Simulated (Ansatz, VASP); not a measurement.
TaN: VASP beside Ansatz

```
Ta N
1.0
     5.11492    0.00000    0.00000
    -2.55746    4.42965    0.00000
     0.00000    0.00000    2.86870
Ta N
3 3
Cartesian
  0.0000 0.0000 0.0000
  0.0000 2.9531 1.4343
  2.5575 1.4766 1.4343
  2.5575 0.0000 0.0000
  1.2787 2.2148 0.0000
  -1.2787 2.2148 0.0000
```

Change from the starting cell: volume scaled by 0.96.

Alike in both runs: task single point; functional LDA; k mesh 5 × 5 × 8; occupations fermi-dirac, width 0.03 eV; no spin polarisation.

|  | VASP | Ansatz |
| --- | --- | --- |
| version | VASP 6.6.1 | Ansatz 0.2.0 |
| potentials or method | VASP PAW LDA potentials, release 64 (Ta_pv, N), cutoff 520 eV | all-electron LAPW, scalar-relativistic |

|  | VASP | Ansatz | Ansatz less VASP |
| --- | --- | --- | --- |
| pressure (GPa) | 11.5 | 9.3 | -2.24 |
| traceless stress, the component that is largest in VASP (GPa) | 2.11 | 1.56 | -0.550 |

LDA's correlation is that of Perdew and Zunger in VASP and of Perdew and Wang (1992) in Ansatz. Ansatz ran all-electron here, and VASP with PAW potentials.

Neither program's run includes spin-orbit coupling.
